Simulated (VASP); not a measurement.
A run of VASP 6.6.1 is set up as follows.

The input INCAR:

```
ALGO = Normal ; EDIFF = 1E-6
ENCUT = 600 ; GGA = PS
GGA_COMPAT = F ; ISIF = 2
ISMEAR = 0 ; LASPH = T
LCHARG = F ; LREAL = F
LWAVE = F ; NBANDS = 11
NELM = 120 ; PREC = Accurate
SIGMA = 0.02
```

Contents of KPOINTS:

```
k-points
0
Gamma
  6 6 6
```

POSCAR

```
MgS
1.0
    0.0000000000      2.5652979395      2.6067573001
    2.5652979395      0.0000000000      2.6067573001
    2.5652979395      2.5652979395      0.0000000000
Mg S
1 1
Direct
    0.0000000000      0.0000000000      0.0000000000
    0.5000000000      0.5000000000      0.5000000000
```

Potentials or basis: VASP PAW PBE potentials, release 64 (Mg, S).

Launch:

```console
$ cat potpaw_PBE.64/Mg/POTCAR potpaw_PBE.64/S/POTCAR > POTCAR
$ mpirun -np 1 vasp_std > vasp.out
```

Task: Predict the pressure.

Result: 1.0 GPa.

Task: What does it give for the band gap on the k mesh?

Result: 2.68 eV (least direct gap 3.75 eV).

Stress tensor (GPa, compression positive):
```
 1.63  0.00  0.00
 0.00  1.63  0.00
 0.00  0.00 -0.25
```

Caveat: the cell differs from its parent crystal (strained cell); the PAW data sets were made with another functional, which shifts forces and pressure a little. A k mesh can miss the band edges.
